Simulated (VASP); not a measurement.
**H4C: single point with r2SCAN+D3(BJ)**

H4C:

```
CELL_PARAMETERS angstrom
7.23043 0.00000 0.00000
0.00000 7.23043 0.00000
0.00000 0.00000 7.23043
ATOMIC_POSITIONS crystal
C 0.31921 0.20581 0.95735
C 0.43325 0.59966 0.37451
C 0.52423 0.02968 0.55033
C 0.85041 0.68777 0.71520
C 0.94708 0.88211 0.16984
C 0.02734 0.27261 0.48144
H 0.20125 0.20150 0.04216
H 0.30226 0.10572 0.84865
H 0.43535 0.17049 0.04361
H 0.35519 0.34449 0.91559
H 0.40577 0.46773 0.33667
H 0.30107 0.66938 0.34849
H 0.54659 0.66296 0.30134
H 0.45923 0.59631 0.53735
H 0.60362 0.07953 0.66562
H 0.49759 0.88268 0.56210
H 0.59046 0.03615 0.41731
H 0.39343 0.11146 0.53582
H 0.71689 0.67248 0.79948
H 0.90432 0.82352 0.70707
H 0.81706 0.64444 0.56835
H 0.94366 0.58615 0.77957
H 0.03677 0.90811 0.27463
H 0.80948 0.85673 0.23928
H 0.98153 0.77780 0.07163
H 0.93649 0.01532 0.10553
H 0.94063 0.27482 0.60353
H 0.99989 0.37002 0.37680
H 0.01898 0.13475 0.40866
H 0.17382 0.29445 0.53088
```

```json
{"Program": "VASP 6.6.1", "Task": "single point", "Functional": "r2SCAN", "Dispersion": "D3(BJ)", "Potentials or basis": "VASP PAW PBE potentials, release 64 (C, H)", "Cutoff": "580 eV", "k mesh": "1 × 1 × 1", "Occupations": "fermi-dirac, width 0.02 eV", "Spin": "no spin polarisation", "Dipole correction": "no", "Further INCAR settings": "ALGO = Normal; EDIFF = 1e-06; NBANDS = 45"}
```

- Pressure: 0.5 GPa
- Largest force: 4.081 eV/Å
- Band gap on the k mesh: 7.74 eV
- Dispersion energy per atom: -0.013 eV

Forces on the atoms (eV/Å):
```
C    1.068  0.050  0.112
C   -0.298  2.237  3.400
C   -1.353  0.116 -0.634
C   -2.019 -2.248 -0.352
C   -3.327  0.247 -0.515
C    1.881 -1.989  0.373
H   -1.211  0.271  0.792
H    0.145  0.027 -0.476
H    0.406 -0.621  0.307
H   -0.449  0.313 -0.626
H   -0.052 -3.152 -1.068
H    0.369  0.410  0.165
H    0.200  0.057 -0.086
H   -0.293  0.195 -2.542
H    0.420  0.181  0.095
H   -0.385  0.031  0.546
H    0.743  0.524 -0.270
H    0.726 -0.714  0.278
H    1.240  0.684 -0.900
H    0.342  1.030  0.417
H    0.305  0.126  1.237
H    0.155  0.432 -0.413
H    2.373 -0.265  2.129
H    0.923 -0.058 -0.721
H    0.330 -0.533 -0.229
H   -0.284  0.447 -0.756
H   -0.403  0.182 -0.197
H   -0.596  1.248 -0.550
H    0.103  0.952  0.942
H   -1.060 -0.177 -0.457
```

Stress tensor (GPa, compression positive):
```
-0.06 -0.09  0.34
-0.09  2.24  0.09
 0.34  0.09 -0.78
```

Levels at points of the mesh, in eV from the valence-band top:
| k point | band 22 | band 23 | band 24 | band 25 | band 26 | band 27 |
| --- | --- | --- | --- | --- | --- | --- |
| (0.00, 0.00, 0.00) | -0.28 | -0.08 | 0.00 | 7.74 | 9.65 | 10.22 |

Wall time 120 s on 1 thread of Intel(R) Xeon(R) 6975P-C (Granite Rapids), with other jobs on the host, peak memory 0.5 GiB.

Caveat: the k points lie up to 0.87 Å⁻¹ apart; the PAW data sets were made with another functional, which shifts forces and pressure a little.
